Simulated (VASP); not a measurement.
Nb2Te:

```
Nb Te
1.0
     4.45247    0.00000    0.00000
    -2.22624    3.85595    0.00000
     0.00000    0.00000    4.27014
Nb Te
2 1
Direct
  0.33333 0.66667 0.50000
  0.66667 0.33333 0.50000
  0.00000 0.00000 0.50000
```

```yaml
Program: VASP 6.6.1
Task: relaxation of cell and atoms
Functional: PBE
Potentials_or_basis: VASP PAW PBE potentials, release 64 (Nb_sv, Te)
Cutoff: 600 eV
k_mesh: 6 × 6 × 4
Occupations: gaussian, width 0.1 eV
Spin: no spin polarisation
```

At the start: pressure 31.0 GPa; volume 24.44 Å³/atom.

Task: How do energy, volume and symmetry change on relaxing?

Result: Over 21 steps the energy falls by 988.7 meV/atom and the volume is 21.80 Å³/atom (-10.8 %); space group P6/mmm (No. 191, to 0.05 Å).

Step by step:
| step | energy change (eV) | largest force (eV/Å) | pressure (GPa) | volume (Å³) |
| --- | --- | --- | --- | --- |
| 1 | 0.0000 | 0.0000 | 31.00 | 73.31 |
| 2 | 3.3678 | 0.0000 | -16.68 | 129.83 |
| 3 | -1.5549 | 0.0000 | -7.21 | 90.07 |
| 4 | -1.8430 | 0.0000 | -5.72 | 87.81 |
| 5 | -1.8511 | 0.0000 | -1.05 | 85.17 |
| 6 | -1.8830 | 0.0000 | -2.79 | 86.25 |
| 7 | -1.8826 | 0.0000 | -2.38 | 85.98 |
| 8 | -2.0881 | 0.0000 | -2.41 | 81.60 |
| 9 | -2.7014 | 0.0000 | 1.95 | 68.43 |
| 10 | 10.2468 | 0.0000 | 164.00 | 42.02 |
| 11 | -2.1949 | 0.0000 | 3.37 | 67.94 |
| 12 | -2.8321 | 0.0000 | -4.96 | 69.45 |
| 13 | -2.8322 | 0.0000 | -5.04 | 69.46 |
| 14 | -2.9068 | 0.0000 | -4.70 | 68.68 |
| 15 | -2.6272 | 0.0000 | -1.77 | 65.99 |
| 16 | -2.9250 | 0.0000 | -4.42 | 68.22 |
| 17 | -2.9546 | 0.0000 | -2.40 | 66.91 |
| 18 | -2.9631 | 0.0000 | -0.77 | 65.97 |
| 19 | -2.9635 | 0.0000 | -0.33 | 65.73 |
| 20 | -2.9652 | 0.0000 | -0.20 | 65.60 |
| 21 | -2.9662 | 0.0000 | 0.02 | 65.40 |

Final structure:
```cif
data_structure
_symmetry_space_group_name_H-M 'P 1'
_symmetry_Int_Tables_number 1
_cell_length_a 5.0306
_cell_length_b 5.0306
_cell_length_c 2.9842
_cell_angle_alpha 90.000
_cell_angle_beta 90.000
_cell_angle_gamma 120.000
_cell_volume 65.40
loop_
_atom_site_label
_atom_site_type_symbol
_atom_site_fract_x
_atom_site_fract_y
_atom_site_fract_z
_atom_site_occupancy
Nb1 Nb 0.33333 0.66667 0.50000 1
Nb2 Nb 0.66667 0.33333 0.50000 1
Te1 Te 0.00000 0.00000 0.50000 1
```

Caveat: the k points lie up to 0.53 Å⁻¹ apart in the final cell.
